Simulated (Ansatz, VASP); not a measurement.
# Two plane-wave programs on Cu

```
Cu
1.0
     0.00000    1.79933    1.79933
     1.79933    0.00000    1.79933
     1.79933    1.79933    0.00000
Cu
1
Cartesian
  0.0000 0.0000 0.0000
```

Alike in both runs: task single point; functional PBE; dispersion D3(BJ); k mesh 20 × 20 × 20; occupations gaussian, width 0.1 eV; no spin polarisation.

|  | VASP | Ansatz |
| --- | --- | --- |
| version | VASP 6.6.1 | Ansatz 0.2.0 |
| potentials or method | VASP PAW PBE potentials, release 64 (Cu), cutoff 600 eV | scalar-relativistic, plane waves, PAW |
| valence electrons in the cell | 11 | 19 |

|  | VASP | Ansatz | Ansatz less VASP |
| --- | --- | --- | --- |
| gap on the k mesh at the Fermi level (eV) | none | none | - |
| pressure (GPa) | -4.0 | -4.6 | -0.60 |

A gap of «none» marks a metal or a gap that the smearing closes. VASP's potentials hold 11 valence electrons a cell and Ansatz's 19, so a difference there can come from the potentials and not from the codes.
